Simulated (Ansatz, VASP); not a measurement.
## CdSe in VASP and in Ansatz

```
CELL_PARAMETERS angstrom
0.00000 3.09841 3.09841
3.09841 0.00000 3.09841
3.09841 3.09841 0.00000
ATOMIC_POSITIONS crystal
Cd 0.00000 0.00000 0.00000
Se 0.25000 0.25000 0.25000
```

Alike in both runs: functional PBE; k mesh 10 × 10 × 10; occupations gaussian, width 0.02 eV; no spin polarisation.

Ansatz relaxed the structure, and its values are those at the end. VASP's run is a single point on that final structure, the one shown.

|  | VASP | Ansatz |
| --- | --- | --- |
| version | VASP 6.6.1 | Ansatz 0.2.0 |
| potentials or method | VASP PAW PBE potentials, release 64 (Cd, Se), cutoff 500 eV | scalar-relativistic, plane waves, PAW |
| valence electrons in the cell | 18 | 36 |

```csv
,VASP,Ansatz,Ansatz less VASP
gap on the k mesh at the Fermi level (eV),0.49,0.49,+0.001
least direct gap on the mesh (eV),0.49,0.49,+0.001
pressure (GPa),0.2,0.0,-0.24
```

VASP's potentials hold 18 valence electrons a cell and Ansatz's 36, so a difference there can come from the potentials and not from the codes.
